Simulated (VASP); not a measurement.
Write the native input for VASP 6.6.1 that does the following.

```yaml
Task: single point
Functional: PBE
Potentials_or_basis: VASP PAW PBE potentials, release 64 (Mn_pv, Sn_d)
Cutoff: 500 eV
k_mesh: 4 × 4 × 4
Occupations: gaussian, width 0.1 eV
Spin: collinear spin, ferromagnetic start
Starting_moments: "[4.0, 4.0, 4.0, 4.0, 4.0, 4.0, 0.0, 0.0] μB"
Dipole_correction: no
Further_INCAR_settings: ALGO = Normal; EDIFF = 1e-06; NBANDS = 67
```

The structure of Mn3Sn lies in POSCAR:

```
Mn3Sn
1.0
    4.8888974742      0.0000000000      0.0000000000
    0.0000000000      4.8888974742      0.0000000000
    0.0000000000      0.0000000000      4.8888974742
Mn Sn
6 2
Direct
    0.0000000000      0.5000000000      0.2500000000
    0.0000000000      0.5000000000      0.7500000000
    0.2500000000      0.0000000000      0.5000000000
    0.7500000000      0.0000000000      0.5000000000
    0.5000000000      0.7500000000      0.0000000000
    0.5000000000      0.2500000000      0.0000000000
    0.0000000000      0.0000000000      0.0000000000
    0.5000000000      0.5000000000      0.5000000000
```

The input as run:

INCAR

```
  PREC = Accurate
  ENCUT = 500
  EDIFF = 1E-6
  ISMEAR = 0
  SIGMA = 0.1
  LREAL = False
  LASPH = True
  NELM = 200
  ALGO = Normal
  ISIF = 2
  LWAVE = False
  LCHARG = True
  ISPIN = 2
  MAGMOM = 4 4 4 4 4 4 0 0
  LORBIT = 11
  LMAXMIX = 4
  GGA = PE
  LELF = True
  LVHAR = True
  NBANDS = 67
  GGA_COMPAT = False
```

KPOINTS

```
regular mesh
0
Gamma
  4 4 4
```

Potentials or basis: VASP PAW PBE potentials, release 64 (Mn_pv, Sn_d).

The run is started by

```sh
$ cat potpaw_PBE.64/Mn_pv/POTCAR potpaw_PBE.64/Sn_d/POTCAR > POTCAR
$ mpirun -np 1 vasp_std > vasp.out
```

It gave:

```
Pressure                                              : 3.1 GPa
Net moment                                            : 16.12 μB per cell
Site moments                                          : Mn +2.71; Sn -0.18 μB
Valence electrons inside the program's atomic spheres : Mn 11.69; Sn 12.60
```

It took 2.1 min on 1 thread of Intel(R) Xeon(R) Platinum 8488C (Sapphire Rapids), on a shared host, peak memory 0.29 GiB.
